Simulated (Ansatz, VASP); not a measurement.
**TiC in VASP and in Ansatz**

Contents of INCAR:

```
PREC     = Accurate       # precision mode
ENCUT    = 520            # plane-wave cutoff, eV
EDIFF    = 1E-7           # SCF threshold, eV
ISMEAR   = 0              # smearing method
SIGMA    = 0.15           # smearing width, eV
LREAL    = False          # projectors in reciprocal space
LASPH    = True           # aspherical terms in the spheres
NELM     = 60             # most SCF steps
ALGO     = Normal         # electronic algorithm
ISIF     = 2              # what is computed and relaxed
LWAVE    = False          # write WAVECAR
LCHARG   = False          # write CHGCAR
GGA      = PE             # functional
NBANDS   = 15             # bands
```

File KPOINTS:

```
Automatic mesh
0
Gamma
  24 24 24
```

The input POSCAR:

```
TiC
1.0
    0.0000000000      2.1745857548      2.1745857548
    2.1664615241      0.0081242307      2.1664615241
    2.1664615241      2.1664615241      0.0081242307
Ti C
1 1
Direct
    0.0000000000      0.0000000000      0.0000000000
    0.5000000000      0.5000000000      0.5000000000
```

Input for Ansatz:

```yaml
crystal:
  lattice:
    - [0.0, 2.1745857548, 2.1745857548]
    - [2.1664615241, 0.0081242307, 2.1664615241]
    - [2.1664615241, 2.1664615241, 0.0081242307]
  atoms:
    - { symbol: Ti, position: [0.0, 0.0, 0.0] }
    - { symbol: C, position: [0.5, 0.5, 0.5] }
basis:
  ecutwfc: 420
kpoints:
  mp_grid: { grid: [24, 24, 24] }
hamiltonian:
  xc: pbe
scf:
  occupations: { method: gaussian, width: 0.15 }
output:
  forces: true
  stress: true
  eigenvalues: true
```

Change from the starting cell: strain +0.0075 x Voigt [0, 0, 0, 1, 0, 0], atoms carried along.

Alike in both runs: task single point; functional PBE; k mesh 24 × 24 × 24; occupations gaussian, width 0.15 eV; no spin polarisation.

|  | VASP | Ansatz |
| --- | --- | --- |
| version | VASP 6.6.1 | Ansatz 0.2.0 |
| potentials or method | VASP PAW PBE potentials, release 64 (Ti_sv, C), cutoff 520 eV | scalar-relativistic, plane waves, PAW |
| valence electrons in the cell | 16 | 16 |

```tsv
	VASP	Ansatz	Ansatz less VASP
gap on the k mesh at the Fermi level (eV)	none	none	-
pressure (GPa)	0.2	0.0	-0.21
traceless stress, the component that is largest in VASP (GPa)	-1.26	-1.27	-0.006
```

A gap of «none» marks a metal or a gap that the smearing closes. The functional is the same, so the differences come from potentials, cutoffs and numerics.
